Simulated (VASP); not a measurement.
# BN in VASP: a series of runs

Runs on BN. Level: PBE. Tasks: single point.

All numbers are computed with VASP 6.6.1; they aren't measurements. Logs are shortened: lines on timing, memory, paths and dates and some standing lists are left out, and cuts for length are marked.

### 1 The cell of the first run

The typed cell holds 4 atoms: a = 2.504 Å, b = 2.515 Å, c = 6.661 Å, α = 90.21°, β = 90.57°, γ = 120.43°.

### 2 Single point, PBE (equal xy, yz and zx shear strains of -1 %)

File INCAR:

```
ALGO = Normal ; EDIFF = 1E-7
ENCUT = 520 ; GGA = PE
ISIF = 2 ; ISMEAR = -1
LASPH = True ; LCHARG = True
LELF = True ; LREAL = False
LVHAR = True ; LWAVE = False
NBANDS = 16 ; NELM = 100
PREC = Accurate ; SIGMA = 0.02
```

File KPOINTS:

```
k-points
0
Gamma
  11 11 4
```

File POSCAR:

```
BN
1.0
    2.5039917043     -0.0125199585     -0.0125199585
   -1.2628384543      2.1747804061     -0.0045826229
   -0.0333060000     -0.0333060000      6.6612000000
B N
2 2
Direct
    0.3333333333      0.6666666667      0.2500000000
    0.6666666667      0.3333333333      0.7500000000
    0.3333333333      0.6666666667      0.7500000000
    0.6666666667      0.3333333333      0.2500000000
```

Potentials or basis: VASP PAW PBE potentials, release 64 (B, N).

Launch:

```bash
$ cat potpaw_PBE.64/B/POTCAR potpaw_PBE.64/N/POTCAR > POTCAR
$ mpirun -np 1 vasp_std > vasp.out
```

OUTCAR:

```text
EDIFF = 1E-7
   ENCUT = 520
   GGA = PE
   ISIF = 2
   ISMEAR = -1
   LASPH = True
   LREAL = False
   NELM = 100
   PREC = Accurate

 ion  position               nearest neighbor table
   1  0.333  0.667  0.250-   4 1.44   4 1.45   4 1.45
   2  0.667  0.333  0.750-   3 1.44   3 1.45   3 1.45
   3  0.333  0.667  0.750-   2 1.44   2 1.45   2 1.45
   4  0.667  0.333  0.250-   1 1.44   1 1.45   1 1.45

  LATTYP: Found a triclinic cell.
 ALAT       =     2.4932156207
 B/A-ratio  =     1.0043472704
 C/A-ratio  =     2.6717972054
 COS(alpha) =     0.0099745013
 COS(beta)  =     0.0136846555
 COS(gamma) =     0.4934979113

  Lattice vectors:

 A1 = (   1.2411532500,   2.1622604476,  -0.0171025814)
 A2 = (   2.5039917043,  -0.0125199585,  -0.0125199585)
 A3 = (   0.0333060000,   0.0333060000,  -6.6612000000)

Analysis of symmetry for initial positions (statically):
=====================================================================
 Subroutine PRICEL returns:
 Original cell was already a primitive cell.

 Routine SETGRP: Setting up the symmetry group for a
 triclinic supercell.

 Subroutine GETGRP returns: Found  2 space group operations
 (whereof  2 operations were pure point group operations)
 out of a pool of  2 trial point group operations.

The static configuration has the point symmetry S_2 .

Analysis of symmetry for dynamics (positions and initial velocities):
=====================================================================
 Subroutine PRICEL returns:
 Original cell was already a primitive cell.

 Routine SETGRP: Setting up the symmetry group for a
 triclinic supercell.

 Subroutine GETGRP returns: Found  2 space group operations
 (whereof  2 operations were pure point group operations)
 out of a pool of  2 trial point group operations.

The dynamic configuration has the point symmetry S_2 .

 Subroutine INISYM returns: Found  2 space group operations
 (whereof  2 operations are pure point group operations),
 and found     1 'primitive' translations

----------------------------------------------------------------------------------------

                                     Primitive cell

  volume of cell :      36.1673

  direct lattice vectors                    reciprocal lattice vectors
     2.503991704 -0.012519958 -0.012519958     0.400541126  0.232590492  0.003165658
    -1.262838454  2.174780406 -0.004582623     0.002317423  0.461167090  0.002317423
    -0.033306000 -0.033306000  6.661200000     0.000754425  0.000754425  0.150130645

  length of vectors
     2.504054303  2.514846273  6.661366528     0.463186304  0.461178735  0.150134436

  position of ions in fractional coordinates (direct lattice)
     0.333333333  0.666666667  0.250000000
     0.666666667  0.333333333  0.750000000
     0.333333333  0.666666667  0.750000000
     0.666666667  0.333333333  0.250000000

  ion indices of the primitive-cell ions
   primitive index   ion index
                 1           1
                 2           2
                 3           3
                 4           4

----------------------------------------------------------------------------------------

 KPOINTS: k-points

Automatic generation of k-mesh.
 Grid dimensions read from file:
 generate k-points for:   11   11    4

 Generating k-lattice:

  Cartesian coordinates                     Fractional coordinates (reciprocal lattice)
     0.036412830  0.021144590  0.000287787     0.090909091 -0.000000000 -0.000000000
     0.000210675  0.041924281  0.000210675     0.000000000  0.090909091  0.000000000
     0.000188606  0.000188606  0.037532661     0.000000000  0.000000000  0.250000000

  Length of vectors
     0.042107846  0.041925340  0.037533609

  Shift w.r.t. Gamma in fractional coordinates (k-lattice)
     0.000000000  0.000000000  0.000000000

 Subroutine IBZKPT returns following result:
 ===========================================

 Found    243 irreducible k-points:

 Following reciprocal coordinates:
            Coordinates               Weight
  0.000000  0.000000  0.000000      1.000000
  0.090909 -0.000000  0.000000      2.000000
  0.181818 -0.000000 -0.000000      2.000000
  0.272727  0.000000 -0.000000      2.000000
  0.363636  0.000000 -0.000000      2.000000
  0.454545  0.000000 -0.000000      2.000000
[... 16 lines left out ...]
  0.454545  0.181818  0.000000      2.000000
 -0.454545  0.181818 -0.000000      2.000000
 [... further k-points ...]
   k-points           NKPTS =    243   k-points in BZ     NKDIM =    243   number of bands    NBANDS=     16
   number of dos      NEDOS =    301   number of ions     NIONS =      4
   total plane-waves  NPLWV =  20000
   dimension x,y,z NGX =    20 NGY =   20 NGZ =   50
   dimension x,y,z NGXF=    40 NGYF=   40 NGZF=  100
   ions per type =               2   2
   NGX,Y,Z   is equivalent  to a cutoff of  13.28, 13.22, 12.48 a.u.
   NGXF,Y,Z  is equivalent  to a cutoff of  26.56, 26.44, 24.96 a.u.
 SYSTEM =  unknown system
   PREC   = accura    normal or accurate (medium, high low for compatibility)
   ISTART =      0    job   : 0-new  1-cont  2-samecut
   ICHARG =      2    charge: 1-file 2-atom 10-const
   ISPIN  =      1    spin polarized calculation?
   LNONCOLLINEAR =      F non collinear calculations
   LSORBIT =      F    spin-orbit coupling
   LASPH  =      T    aspherical Exc in radial PAW
   ENCUT  =  520.0 eV  38.22 Ry    6.18 a.u.   4.66  4.68 12.39*2*pi/ulx,y,z
   NELM   =    100;   NELMIN=  2; NELMDL= -5     # of ELM steps
   EDIFF  = 0.1E-06   stopping-criterion for ELM
   LREAL  =      F    real-space projection
   EDIFFG = 0.1E-05   stopping-criterion for IOM
   NSW    =      0    number of steps for IOM
   IBRION =     -1    ionic relax: 0-MD 1-quasi-New 2-CG
   NFREE  =      0    steps in history (QN), initial steepest desc. (CG)
   ISIF   =      2    stress and relaxation
   ISYM   =      2    0-nonsym 1-usesym 2-fastsym
   POTIM  = 0.5000    time-step for ionic-motion
   TEBEG  =    0.0;   TEEND  =   0.0 temperature during run
   PSTRESS=    0.0 pullay stress
   NELECT =      16.0000    total number of electrons
   NUPDOWN=      -1.0000    fix difference up-down
   EMIN   =  10.00;   EMAX   =-10.00  energy-range for DOS
   EFERMI =   0.00;   METHOD = LEGACY
   ISMEAR =    -1;   SIGMA  =   0.02  broadening in eV -4-tet -1-fermi 0-gaus
   EFERMI_NEDOS =   21; number of points for ismear=-14 and -15
   IALGO  =     38    algorithm
   IMIX   =      4    mixing-type and parameters
     AMIX     =   0.40;   BMIX     =  1.00
     AMIX_MAG =   1.60;   BMIX_MAG =  1.00
  volume/ion in A,a.u.               =       9.04        61.02
  Fermi-wavevector in a.u.,A,eV,Ry     =   1.247411  2.357264 21.171117  1.556033
  Thomas-Fermi vector in A             =   2.381544
   LORBIT       =      0    0 simple, 1 ext, 2 COOP (PROOUT), +10 PAW based schemes
   GGA     = PE    functional components
   LHFCALC =     F    Hartree Fock is set to
   AEXX    =    0.0000 exact exchange contribution
   IVDW    =     0    specifies the selected vdW correction
   LEPSILON=     F    determine dielectric tensor
   LRPA    =     F    only Hartree local field effects (RPA)
 non-spin polarized calculation
  energy-cutoff  :      520.00
  volume of cell :       36.17
 maximum number of plane-waves:       989
   NGX =  9   NGY =  9   NGZ = 25

 number of electron      15.9999998 magnetization

 Free energy of the ion-electron system (eV)
  ---------------------------------------------------
  ext. energy  EPLUGINS =         0.00000000
  ---------------------------------------------------
  free energy    TOTEN  =       -35.15042414 eV

  energy without entropy =      -35.15042414  energy(sigma->0) =      -35.15042414

 E-fermi :   2.7681     XC(G=0): -10.0496

 val. band max:        2.2816245823   @ k =   0.3636   0.2727   0.0000
 cond. band min:       6.5776087391   @ k =   0.4545   0.4545   0.0000
 fundamental gap:      4.2959841568
 Fermi energy:         2.7680575663

 k-point     1 :       0.0000    0.0000    0.0000
  band No.  band energies     occupation
      1     -15.5467      2.00000
      2     -15.2592      2.00000
      3      -3.9514      2.00000
      4      -1.8571      2.00000
      5       0.8952      2.00000
      6       0.9317      2.00000
[... 8 lines left out ...]
     15      14.5241      0.00000
     16      15.2735      0.00000

 k-point     2 :       0.0909   -0.0000    0.0000
  band No.  band energies     occupation
      1     -15.3834      2.00000
      2     -15.1013      2.00000
      3      -3.7273      2.00000
      4      -1.6558      2.00000
      5       0.2885      2.00000
      6       0.3180      2.00000
[... 8 lines left out ...]
     15      14.6812      0.00000
     16      15.1585      0.00000

 k-point     3 :       0.1818   -0.0000   -0.0000
  band No.  band energies     occupation
      1     -14.9041      2.00000
      2     -14.6385      2.00000
      3      -3.0648      2.00000
      4      -1.3263      2.00000
      5      -1.2881      2.00000
      6      -1.0666      2.00000
[... 8 lines left out ...]
     15      16.4389      0.00000
     16      16.4846      0.00000

 k-point     4 :       0.2727    0.0000   -0.0000
  band No.  band energies     occupation
      1     -14.1487      2.00000
      2     -13.9129      2.00000
      3      -3.3151      2.00000
      4      -3.2532      2.00000
      5      -2.0016      2.00000
      6      -0.9622      2.00000
[... 8 lines left out ...]
     15      17.7260      0.00000
     16      18.9526      0.00000
[... 324 lines left out ...]
 k-point    22 :       0.3636    0.1818   -0.0000
  band No.  band energies     occupation
      1     -12.1469      2.00000
      2     -12.0641      2.00000
      3      -6.1184      2.00000
      4      -6.0455      2.00000
      5      -3.4428      2.00000
      6      -3.3695      2.00000
[... 8 lines left out ...]
     15      17.0958      0.00000
     16      20.1265      0.00000

 k-point    23 :       0.4545    0.1818    0.0000
  band No.  band energies     occupation
      1     -12.1568      2.00000
      2     -12.0722      2.00000
      3      -6.1029      2.00000
      4      -6.0296      2.00000
      5      -3.4503      2.00000
      6      -3.3776      2.00000
[... 8 lines left out ...]
     15      17.1526      0.00000
     16      20.1228      0.00000

 k-point    24 :      -0.4545    0.1818   -0.0000
  band No.  band energies     occupation
      1     -12.8734      2.00000
      2     -12.7067      2.00000
      3      -5.0733      2.00000
      4      -5.0279      2.00000
      5      -2.9906      2.00000
      6      -2.9285      2.00000
[... 8 lines left out ...]
     15      16.9901      0.00000
     16      19.0876      0.00000

 [... further k-points ...]

------------------------ aborting loop because EDIFF is reached ----------------------------------------

  FORCE on cell =-STRESS in cart. coord.  units (eV):
  Direction    XX          YY          ZZ          XY          YZ          ZX
  --------------------------------------------------------------------------------------
  -------------------------------------------------------------------------------------
  Total        0.8504477      0.8497711      0.6111987      0.8439528      0.0047697      0.0047105
  in kB       37.6740236     37.6440493     27.0755188     37.3863031      0.2112919      0.2086723
  external PRESSURE =      34.1311972 kB  Pullay stress =       0.0000000 kB

 VOLUME and BASIS-vectors are now :
 -----------------------------------------------------------------------------
  energy-cutoff  :      520.00
  volume of cell :       36.17
      direct lattice vectors                 reciprocal lattice vectors
     2.503991704 -0.012519958 -0.012519958     0.400541126  0.232590492  0.003165658
    -1.262838454  2.174780406 -0.004582623     0.002317423  0.461167090  0.002317423
    -0.033306000 -0.033306000  6.661200000     0.000754425  0.000754425  0.150130645

 POSITION                                       TOTAL-FORCE (eV/Angst)
 -----------------------------------------------------------------------------------
     -0.01555      1.43735      1.65807         0.125374      0.003061     -0.000754
      1.22340      0.69160      4.98603        -0.125374     -0.003061      0.000754
     -0.03221      1.42070      4.98867         0.127171      0.003072     -0.000592
      1.24006      0.70825      1.65543        -0.127171     -0.003072      0.000592
 -----------------------------------------------------------------------------------
    total drift:                                0.000000     -0.000000     -0.000000

  FREE ENERGIE OF THE ION-ELECTRON SYSTEM (eV)
  ---------------------------------------------------
  free  energy   TOTEN  =       -35.1504241419 eV

  energy  without entropy=      -35.1504241419  energy(sigma->0) =      -35.15042414
```

Wall time 79 s (1 thread of AMD EPYC 9R45 (Zen 5), shared host); peak memory 0.2 GiB.

What came out:

- Free energy: -35.1504 eV
- Pressure: 3.4 GPa
- Largest force: 0.127 eV/Å
- Band gap on the k mesh: 4.30 eV, indirect (least direct gap 4.66 eV)

Forces in eV/Å, atoms in the order of the input:
```
B    0.125  0.003 -0.001
B   -0.125 -0.003  0.001
N    0.127  0.003 -0.001
N   -0.127 -0.003  0.001
```

Caveat: the cell differs from its parent crystal (equal xy, yz and zx shear strains of -1 %). A k mesh can miss the band edges.

### 3 Single point, PBE (equal xy, yz and zx shear strains of +2 %)

File INCAR:

```
SYSTEM = BN
PREC = Accurate ; ENCUT = 520
EDIFF = 1E-6 ; ISMEAR = -1
SIGMA = 0.02 ; LREAL = .False.
LASPH = .True. ; NELM = 80
ALGO = Normal ; ISIF = 2
LWAVE = .False. ; LCHARG = .False.
GGA = PE ; NBANDS = 16
```

File KPOINTS:

```
Automatic mesh
0
Gamma
  11 11 4
  0 0 0
```

File POSCAR:

```
BN
1.0
    2.5039917043      0.0250399170      0.0250399170
   -1.2303106479      2.1560004683      0.0091652458
    0.0666120000      0.0666120000      6.6612000000
B N
2 2
Direct
    0.3333333333      0.6666666667      0.2500000000
    0.6666666667      0.3333333333      0.7500000000
    0.3333333333      0.6666666667      0.7500000000
    0.6666666667      0.3333333333      0.2500000000
```

Potentials or basis: VASP PAW PBE potentials, release 64 (B, N).

Launch:

```bash
$ cat potpaw_PBE.64/B/POTCAR potpaw_PBE.64/N/POTCAR > POTCAR
$ mpirun -np 1 vasp_std > vasp.out
```

Run time: 66 s. Hardware: 1 thread of AMD EPYC 9R45 (Zen 5), shared host; peak memory 0.2 GiB.

The run converged. Its results:

```yaml
Free_energy: -35.1371 eV
Pressure: 3.5 GPa
Largest_force: 0.255 eV/Å
Band_gap_on_the_k_mesh: 4.25 eV, indirect (least direct gap 4.64 eV)
```

Forces on the atoms (eV/Å):
```
B   -0.252  0.012 -0.003
B    0.252 -0.012  0.003
N   -0.255  0.013 -0.002
N    0.255 -0.013  0.002
```

Stress tensor (GPa, compression positive):
```
 3.87 -7.53 -0.15
-7.53  3.86 -0.15
-0.15 -0.15  2.73
```

Levels at points of the mesh, in eV from the valence-band top:
```csv
k point,band 5,band 6,band 7,band 8,band 9,band 10,band 11,band 12
"(0.00, 0.00, 0.00)",-1.42,-1.38,-1.32,-1.29,5.20,10.24,11.19,11.39
"(0.00, 0.00, 0.50)",-1.40,-1.40,-1.31,-1.31,7.54,7.54,11.31,11.33
```

Caveat: the cell differs from its parent crystal (equal xy, yz and zx shear strains of +2 %). A k mesh can miss the band edges.

(Continued in part 2 of 2.)
